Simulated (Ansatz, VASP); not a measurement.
## Sn: VASP beside Ansatz

```
Sn
1.0
     5.41807    0.82001   -0.02934
     0.96751    5.60557   -0.33537
     1.37973    2.22646    5.01467
Sn
5
Cartesian
  6.1929 3.6471 4.2957
  2.6563 4.2371 -0.2116
  3.7906 6.8759 1.3585
  5.5364 3.7779 1.2504
  6.5963 6.3634 2.7942
```

Alike in both runs: functional PBE; k mesh 4 × 4 × 4; occupations gaussian, width 0.1 eV; no spin polarisation.

Ansatz relaxed the structure, and its values are those at the end. VASP's run is a single point on that final structure, the one shown.

|  | VASP | Ansatz |
| --- | --- | --- |
| version | VASP 6.6.1 | Ansatz 0.2.0 |
| potentials or method | VASP PAW PBE potentials, release 64 (Sn_d), cutoff 520 eV | scalar-relativistic, plane waves, PAW |
| valence electrons in the cell | 70 | 70 |

```tsv
	VASP	Ansatz	Ansatz less VASP
gap on the k mesh at the Fermi level (eV)	none	none	-
pressure (GPa)	-0.2	-0.1	+0.06
rms of the force components (eV/Å)	0.017	0.017	-0.0003
```

A gap of «none» marks a metal or a gap that the smearing closes. The functional is the same, so the differences come from potentials, cutoffs and numerics.
